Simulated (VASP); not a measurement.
# ZrH2 (Fm-3m) in VASP: notebook, part 2 of 3

VASP 6.6.1. Earlier steps stand in the parts before.

## Step 3: Single point, PBEsol

This run uses another cell than the first one, of 9.04 Å³/atom, 1.032 times its volume.

INCAR

```
SYSTEM = ZrH2
  ALGO = Normal
  EDIFF = 1E-7
  ENCUT = 520
  GGA = PS
  ISIF = 2
  ISMEAR = -1
  LASPH = .TRUE.
  LCHARG = .TRUE.
  LELF = .TRUE.
  LREAL = .FALSE.
  LVHAR = .TRUE.
  LWAVE = .FALSE.
  NBANDS = 14
  NELM = 100
  PREC = Accurate
  SIGMA = 0.02
```

KPOINTS

```
k-points
0
G
  10 10 10
  0 0 0
```

POSCAR

```
ZrH2
1.0
    0.0000000000      2.3848877300      2.3848877300
    2.3848877300      0.0000000000      2.3848877300
    2.3848877300      2.3848877300      0.0000000000
Zr H
1 2
Direct
    0.0000000000      0.0000000000      0.0000000000
    0.7500000000      0.7500000000      0.7500000000
    0.2500000000      0.2500000000      0.2500000000
```

Potentials or basis: VASP PAW PBE potentials, release 64 (Zr_sv, H).

Command:

```bash
$ cat potpaw_PBE.64/Zr_sv/POTCAR potpaw_PBE.64/H/POTCAR > POTCAR
$ mpirun -np 1 vasp_std > vasp.out
```

OUTCAR:

```text
SYSTEM = ZrH2
   EDIFF = 1E-7
   ENCUT = 520
   GGA = PS
   ISIF = 2
   ISMEAR = -1
   LASPH = .TRUE.
   LREAL = .FALSE.
   NELM = 100
   PREC = Accurate

 ion  position               nearest neighbor table
   1  0.000  0.000  0.000-   2 2.07   2 2.07   2 2.07   2 2.07   3 2.07   3 2.07   3 2.07   3 2.07

   2  0.750  0.750  0.750-   1 2.07   1 2.07   1 2.07   1 2.07
   3  0.250  0.250  0.250-   1 2.07   1 2.07   1 2.07   1 2.07

  LATTYP: Found a face centered cubic cell.
 ALAT       =     4.7697754600

  Lattice vectors:

 A1 = (   0.0000000000,   2.3848877300,   2.3848877300)
 A2 = (   2.3848877300,   0.0000000000,   2.3848877300)
 A3 = (   2.3848877300,   2.3848877300,   0.0000000000)

Analysis of symmetry for initial positions (statically):
=====================================================================
 Subroutine PRICEL returns:
 Original cell was already a primitive cell.

 Routine SETGRP: Setting up the symmetry group for a
 face centered cubic supercell.

 Subroutine GETGRP returns: Found 48 space group operations
 (whereof 48 operations were pure point group operations)
 out of a pool of 48 trial point group operations.

The static configuration has the point symmetry O_h .

Analysis of symmetry for dynamics (positions and initial velocities):
=====================================================================
 Subroutine PRICEL returns:
 Original cell was already a primitive cell.

 Routine SETGRP: Setting up the symmetry group for a
 face centered cubic supercell.

 Subroutine GETGRP returns: Found 48 space group operations
 (whereof 48 operations were pure point group operations)
 out of a pool of 48 trial point group operations.

The dynamic configuration has the point symmetry O_h .

 Subroutine INISYM returns: Found 48 space group operations
 (whereof 48 operations are pure point group operations),
 and found     1 'primitive' translations

----------------------------------------------------------------------------------------

                                     Primitive cell

  volume of cell :      27.1290

  direct lattice vectors                    reciprocal lattice vectors
     0.000000000  2.384887730  2.384887730    -0.209653475  0.209653475  0.209653475
     2.384887730  0.000000000  2.384887730     0.209653475 -0.209653475  0.209653475
     2.384887730  2.384887730  0.000000000     0.209653475  0.209653475 -0.209653475

  length of vectors
     3.372740573  3.372740573  3.372740573     0.363130471  0.363130471  0.363130471

  position of ions in fractional coordinates (direct lattice)
     0.000000000  0.000000000  0.000000000
     0.750000000  0.750000000  0.750000000
     0.250000000  0.250000000  0.250000000

  ion indices of the primitive-cell ions
   primitive index   ion index
                 1           1
                 2           2
                 3           3

----------------------------------------------------------------------------------------

 KPOINTS: k-points

Automatic generation of k-mesh.
 Grid dimensions read from file:
 generate k-points for:   10   10   10

 Generating k-lattice:

  Cartesian coordinates                     Fractional coordinates (reciprocal lattice)
    -0.020965347  0.020965347  0.020965347     0.100000000  0.000000000  0.000000000
[... 43 lines left out ...]
   total plane-waves  NPLWV =  21952
   dimension x,y,z NGX =    28 NGY =   28 NGZ =   28
   dimension x,y,z NGXF=    56 NGYF=   56 NGZF=   56
   ions per type =               1   2
   NGX,Y,Z   is equivalent  to a cutoff of  13.80, 13.80, 13.80 a.u.
   NGXF,Y,Z  is equivalent  to a cutoff of  27.60, 27.60, 27.60 a.u.
 SYSTEM =  ZrH2
   PREC   = accura    normal or accurate (medium, high low for compatibility)
   ISTART =      0    job   : 0-new  1-cont  2-samecut
   ICHARG =      2    charge: 1-file 2-atom 10-const
   ISPIN  =      1    spin polarized calculation?
   LNONCOLLINEAR =      F non collinear calculations
   LSORBIT =      F    spin-orbit coupling
   LASPH  =      T    aspherical Exc in radial PAW
   ENCUT  =  520.0 eV  38.22 Ry    6.18 a.u.   6.27  6.27  6.27*2*pi/ulx,y,z
   NELM   =    100;   NELMIN=  2; NELMDL= -5     # of ELM steps
   EDIFF  = 0.1E-06   stopping-criterion for ELM
   LREAL  =      F    real-space projection
   EDIFFG = 0.1E-05   stopping-criterion for IOM
   NSW    =      0    number of steps for IOM
   IBRION =     -1    ionic relax: 0-MD 1-quasi-New 2-CG
   NFREE  =      0    steps in history (QN), initial steepest desc. (CG)
   ISIF   =      2    stress and relaxation
   ISYM   =      2    0-nonsym 1-usesym 2-fastsym
   POTIM  = 0.5000    time-step for ionic-motion
   TEBEG  =    0.0;   TEEND  =   0.0 temperature during run
   PSTRESS=    0.0 pullay stress
   NELECT =      14.0000    total number of electrons
   NUPDOWN=      -1.0000    fix difference up-down
   EMIN   =  10.00;   EMAX   =-10.00  energy-range for DOS
   EFERMI =   0.00;   METHOD = LEGACY
   ISMEAR =    -1;   SIGMA  =   0.02  broadening in eV -4-tet -1-fermi 0-gaus
   EFERMI_NEDOS =   21; number of points for ismear=-14 and -15
   IALGO  =     38    algorithm
   IMIX   =      4    mixing-type and parameters
     AMIX     =   0.40;   BMIX     =  1.00
     AMIX_MAG =   1.60;   BMIX_MAG =  1.00
  volume/ion in A,a.u.               =       9.04        61.03
  Fermi-wavevector in a.u.,A,eV,Ry     =   1.313126  2.481447 23.460507  1.724299
  Thomas-Fermi vector in A             =   2.443470
   LORBIT       =      0    0 simple, 1 ext, 2 COOP (PROOUT), +10 PAW based schemes
   GGA     = PS    functional components
   LHFCALC =     F    Hartree Fock is set to
   AEXX    =    0.0000 exact exchange contribution
   IVDW    =     0    specifies the selected vdW correction
   LEPSILON=     F    determine dielectric tensor
   LRPA    =     F    only Hartree local field effects (RPA)
 non-spin polarized calculation
  energy-cutoff  :      520.00
  volume of cell :       27.13
 maximum number of plane-waves:       745
 NGX is ok and might be reduce to    28
   NGX = 13   NGY = 13   NGZ = 13

 number of electron      14.0000000 magnetization

 Free energy of the ion-electron system (eV)
  ---------------------------------------------------
  ext. energy  EPLUGINS =         0.00000000
  ---------------------------------------------------
  free energy    TOTEN  =       -17.58075357 eV

  energy without entropy =      -17.57823028  energy(sigma->0) =      -17.57949192

 E-fermi :   8.5723     XC(G=0): -11.4070

 val. band max:        8.5722241249   @ k =  -0.1000   0.1000   0.0000
 cond. band min:       8.5902938129   @ k =   0.5000   0.1000   0.0000
 fundamental gap:      0.0180696879
 Fermi energy:         8.5722648486

 k-point     1 :       0.0000    0.0000    0.0000
  band No.  band energies     occupation
      1     -40.5208      2.00000
      2     -18.2848      2.00000
      3     -18.2848      2.00000
      4     -18.2848      2.00000
      5      -1.1378      2.00000
      6       7.3025      2.00000
      7       8.2294      2.00000
      8       8.2294      2.00000
      9       8.2294      2.00000
     10      10.9109      0.00000
     11      10.9109      0.00000
     12      19.6361      0.00000
     13      20.9396      0.00000
     14      20.9396      0.00000
[... 377 lines left out ...]
      1     -40.4278      2.00000
      2     -18.8629      2.00000
      3     -18.4944      2.00000
      4     -18.4687      2.00000
      5       2.2708      2.00000
      6       2.5704      2.00000
      7       6.7194      2.00000
      8      10.4972      0.00000
      9      11.0466      0.00000
     10      12.2900      0.00000
     11      16.4881      0.00000
     12      17.3971      0.00000
     13      18.1473      0.00000
     14      18.1532      0.00000

 [... further k-points ...]

------------------------ aborting loop because EDIFF is reached ----------------------------------------

  FORCE on cell =-STRESS in cart. coord.  units (eV):
  Direction    XX          YY          ZZ          XY          YZ          ZX
  --------------------------------------------------------------------------------------
  -------------------------------------------------------------------------------------
  Total       -0.0991727     -0.0991727     -0.0991727      0.0000000     -0.0000000      0.0000000
  in kB       -5.8569177     -5.8569177     -5.8569177      0.0000000     -0.0000000      0.0000000
  external PRESSURE =      -5.8569177 kB  Pullay stress =       0.0000000 kB

 VOLUME and BASIS-vectors are now :
 -----------------------------------------------------------------------------
  energy-cutoff  :      520.00
  volume of cell :       27.13
      direct lattice vectors                 reciprocal lattice vectors
     0.000000000  2.384887730  2.384887730    -0.209653475  0.209653475  0.209653475
     2.384887730  0.000000000  2.384887730     0.209653475 -0.209653475  0.209653475
     2.384887730  2.384887730  0.000000000     0.209653475  0.209653475 -0.209653475

 POSITION                                       TOTAL-FORCE (eV/Angst)
 -----------------------------------------------------------------------------------
      0.00000      0.00000      0.00000         0.000000      0.000000      0.000000
      3.57733      3.57733      3.57733        -0.000000     -0.000000     -0.000000
      1.19244      1.19244      1.19244         0.000000      0.000000      0.000000
 -----------------------------------------------------------------------------------
    total drift:                               -0.000000     -0.000000      0.000000

  FREE ENERGIE OF THE ION-ELECTRON SYSTEM (eV)
  ---------------------------------------------------
  free  energy   TOTEN  =       -17.5807535740 eV

  energy  without entropy=      -17.5782302756  energy(sigma->0) =      -17.57949192
```

It took 16 s on 1 thread of AMD EPYC 9R14 (Zen 4), shared host; peak memory 0.13 GiB.

What came out:

* Free energy: -17.5808 eV
* Pressure: -0.6 GPa
* Band gap on the k mesh: zero (band 7 reaches 9.03 eV, above the bottom of band 8 at 8.23 eV)

Caveat: the PAW data sets were made with another functional, which shifts forces and pressure a little.

## Step 4: Single point, PBEsol

This run uses another cell than the first one, of 9.32 Å³/atom, 1.064 times its volume.

INCAR

```
SYSTEM = ZrH2
PREC     = Accurate       ! precision mode
ENCUT    = 520            ! plane-wave cutoff, eV
EDIFF    = 1E-6           ! SCF threshold, eV
ISMEAR   = -1             ! smearing method
SIGMA    = 0.02           ! smearing width, eV
LREAL    = .FALSE.        ! projectors in reciprocal space
LASPH    = .TRUE.         ! aspherical terms in the spheres
NELM     = 80             ! most SCF steps
ALGO     = Normal         ! electronic algorithm
ISIF     = 2              ! what is computed and relaxed
LWAVE    = .FALSE.        ! write WAVECAR
LCHARG   = .FALSE.        ! write CHGCAR
GGA      = PS             ! functional
NBANDS   = 14             ! bands
```

KPOINTS

```
Automatic mesh
0
G
  10 10 10
  0 0 0
```

POSCAR

```
ZrH2
1.0
    0.0000000000      2.4092250000      2.4092250000
    2.4092250000      0.0000000000      2.4092250000
    2.4092250000      2.4092250000      0.0000000000
Zr H
1 2
Direct
    0.0000000000      0.0000000000      0.0000000000
    0.7500000000      0.7500000000      0.7500000000
    0.2500000000      0.2500000000      0.2500000000
```

Potentials or basis: VASP PAW PBE potentials, release 64 (Zr_sv, H).

Command:

```bash
$ cat potpaw_PBE.64/Zr_sv/POTCAR potpaw_PBE.64/H/POTCAR > POTCAR
$ mpirun -np 1 vasp_std > vasp.out
```

OUTCAR:

```text
SYSTEM = ZrH2
   PREC = Accurate
   ENCUT = 520
   EDIFF = 1E-6
   ISMEAR = -1
   LREAL = .FALSE.
   LASPH = .TRUE.
   NELM = 80
   ISIF = 2
   GGA = PS

 ion  position               nearest neighbor table
   1  0.000  0.000  0.000-   2 2.09   2 2.09   2 2.09   2 2.09   3 2.09   3 2.09   3 2.09   3 2.09

   2  0.750  0.750  0.750-   1 2.09   1 2.09   1 2.09   1 2.09
   3  0.250  0.250  0.250-   1 2.09   1 2.09   1 2.09   1 2.09

  LATTYP: Found a face centered cubic cell.
 ALAT       =     4.8184500000

  Lattice vectors:

 A1 = (   0.0000000000,   2.4092250000,   2.4092250000)
 A2 = (   2.4092250000,   0.0000000000,   2.4092250000)
 A3 = (   2.4092250000,   2.4092250000,   0.0000000000)

Analysis of symmetry for initial positions (statically):
=====================================================================
 Subroutine PRICEL returns:
 Original cell was already a primitive cell.

 Routine SETGRP: Setting up the symmetry group for a
 face centered cubic supercell.

 Subroutine GETGRP returns: Found 48 space group operations
 (whereof 48 operations were pure point group operations)
 out of a pool of 48 trial point group operations.

The static configuration has the point symmetry O_h .

Analysis of symmetry for dynamics (positions and initial velocities):
=====================================================================
 Subroutine PRICEL returns:
 Original cell was already a primitive cell.

 Routine SETGRP: Setting up the symmetry group for a
 face centered cubic supercell.

 Subroutine GETGRP returns: Found 48 space group operations
 (whereof 48 operations were pure point group operations)
 out of a pool of 48 trial point group operations.

The dynamic configuration has the point symmetry O_h .

 Subroutine INISYM returns: Found 48 space group operations
 (whereof 48 operations are pure point group operations),
 and found     1 'primitive' translations

----------------------------------------------------------------------------------------

                                     Primitive cell

[... 125 lines left out ...]
  volume of cell :       27.97
 maximum number of plane-waves:       764
 NGX is ok and might be reduce to    28
   NGX = 13   NGY = 13   NGZ = 13

 number of electron      14.0000000 magnetization

 Free energy of the ion-electron system (eV)
  ---------------------------------------------------
  ext. energy  EPLUGINS =         0.00000000
  ---------------------------------------------------
  free energy    TOTEN  =       -17.56800419 eV

  energy without entropy =      -17.56542914  energy(sigma->0) =      -17.56671667

 E-fermi :   8.2627     XC(G=0): -11.2693

 val. band max:        8.2610453111   @ k =  -0.1000   0.1000   0.0000
 cond. band min:       8.2820163895   @ k =   0.5000   0.1000   0.0000
 fundamental gap:      0.0209710783
 Fermi energy:         8.2627261695

 k-point     1 :       0.0000    0.0000    0.0000
  band No.  band energies     occupation
      1     -40.9049      2.00000
      2     -18.6902      2.00000
      3     -18.6902      2.00000
      4     -18.6902      2.00000
      5      -1.3233      2.00000
      6       7.0084      2.00000
      7       7.9295      2.00000
      8       7.9295      2.00000
      9       7.9295      2.00000
     10      10.5092      0.00000
     11      10.5092      0.00000
     12      19.1320      0.00000
     13      20.4781      0.00000
     14      20.4781      0.00000
[... 377 lines left out ...]
      1     -40.8239      2.00000
      2     -19.2088      2.00000
      3     -18.8791      2.00000
      4     -18.8562      2.00000
      5       2.0040      2.00000
      6       2.3743      2.00000
      7       6.4713      2.00000
      8      10.1116      0.00000
      9      10.6367      0.00000
     10      11.8283      0.00000
     11      15.8977      0.00000
     12      16.8001      0.00000
     13      17.5599      0.00000
     14      17.5673      0.00000

 [... further k-points ...]

------------------------ aborting loop because EDIFF is reached ----------------------------------------

  FORCE on cell =-STRESS in cart. coord.  units (eV):
  Direction    XX          YY          ZZ          XY          YZ          ZX
  --------------------------------------------------------------------------------------
  -------------------------------------------------------------------------------------
  Total       -0.8072173     -0.8072173     -0.8072173     -0.0000000     -0.0000000      0.0000000
  in kB      -46.2422529    -46.2422529    -46.2422529     -0.0000000     -0.0000000      0.0000000
  external PRESSURE =     -46.2422529 kB  Pullay stress =       0.0000000 kB

 VOLUME and BASIS-vectors are now :
 -----------------------------------------------------------------------------
  energy-cutoff  :      520.00
  volume of cell :       27.97
      direct lattice vectors                 reciprocal lattice vectors
     0.000000000  2.409225000  2.409225000    -0.207535618  0.207535618  0.207535618
     2.409225000  0.000000000  2.409225000     0.207535618 -0.207535618  0.207535618
     2.409225000  2.409225000  0.000000000     0.207535618  0.207535618 -0.207535618

 POSITION                                       TOTAL-FORCE (eV/Angst)
 -----------------------------------------------------------------------------------
      0.00000      0.00000      0.00000         0.000000     -0.000000      0.000000
      3.61384      3.61384      3.61384        -0.000000     -0.000000     -0.000000
      1.20461      1.20461      1.20461         0.000000      0.000000      0.000000
 -----------------------------------------------------------------------------------
    total drift:                               -0.000000     -0.000000      0.000000

  FREE ENERGIE OF THE ION-ELECTRON SYSTEM (eV)
  ---------------------------------------------------
  free  energy   TOTEN  =       -17.5680041935 eV

  energy  without entropy=      -17.5654291448  energy(sigma->0) =      -17.56671667
```

OSZICAR:

```text
N       E                     dE             d eps       ncg     rms          rms(c)
DAV:   1     0.858514073407E+02    0.85851E+02   -0.76317E+03  1324   0.983E+02
DAV:   2    -0.157020674034E+02   -0.10155E+03   -0.97839E+02  1670   0.263E+02
DAV:   3    -0.189089136533E+02   -0.32068E+01   -0.31787E+01  1932   0.397E+01
DAV:   4    -0.189604000422E+02   -0.51486E-01   -0.51467E-01  1526   0.458E+00
DAV:   5    -0.189617931364E+02   -0.13931E-02   -0.13931E-02  1864   0.507E-01    0.171E+01
DAV:   6    -0.177726233799E+02    0.11892E+01   -0.94552E-01  1442   0.931E+00    0.644E+00
DAV:   7    -0.175664153873E+02    0.20621E+00   -0.47041E-01  1668   0.560E+00    0.824E-01
DAV:   8    -0.175679229456E+02   -0.15076E-02   -0.41436E-02  1642   0.180E+00    0.527E-01
DAV:   9    -0.175681403530E+02   -0.21741E-03   -0.16661E-03  1668   0.400E-01    0.636E-02
DAV:  10    -0.175680031189E+02    0.13723E-03   -0.12565E-04  1490   0.998E-02    0.348E-02
DAV:  11    -0.175680043434E+02   -0.12245E-05   -0.16370E-05  1634   0.374E-02    0.224E-03
DAV:  12    -0.175680041935E+02    0.14991E-06   -0.62648E-07  1040   0.561E-03
   1 F= -.17568004E+02 E0= -.17566717E+02  d E =-.257505E-02
```

stdout:

```text
POSCAR found type information on POSCAR ZrH
 POSCAR found :  2 types and       3 ions
 scaLAPACK will be used
 -----------------------------------------------------------------------------
|                                                                             |
|                                                                             |
|     You enforced a specific xc type in the INCAR file but a different       |
|     I HOPE YOU KNOW WHAT YOU ARE DOING!                                     |
|                                                                             |
 -----------------------------------------------------------------------------

 LDA part: xc-table for (Slater+PW92), standard interpolation
 POSCAR, INCAR and KPOINTS ok, starting setup
 FFT: planning ... GRIDC
 FFT: planning ... GRID_SOFT
 FFT: planning ... GRID
 WAVECAR not read
 entering main loop
```

It took 13 s on 1 thread of AMD EPYC 9R14 (Zen 4), shared host; peak memory 0.13 GiB.

Results:

```
Free energy            : -17.5680 eV
Pressure               : -4.6 GPa
Band gap on the k mesh : zero (band 7 reaches 8.72 eV, above the bottom of band 8 at 7.93 eV)
```

Levels at points of the mesh, in eV from the Fermi level:
| k point | band 4 | band 5 | band 6 | band 7 | band 8 | band 9 | band 10 | band 11 |
| --- | --- | --- | --- | --- | --- | --- | --- | --- |
| (0.00, 0.00, 0.00) | -26.95 | -9.59 | -1.25 | -0.33 | -0.33 | -0.33 | 2.25 | 2.25 |
| (0.50, 0.00, 0.00) | -27.03 | -7.38 | -4.43 | -0.21 | -0.21 | 3.60 | 3.60 | 4.65 |
| (0.50, 0.50, 0.00) | -27.17 | -6.50 | -4.53 | -3.35 | 3.78 | 3.83 | 3.83 | 6.62 |

Caveat: the PAW data sets were made with another functional, which shifts forces and pressure a little.

(Part 2 of 3 ends here.)
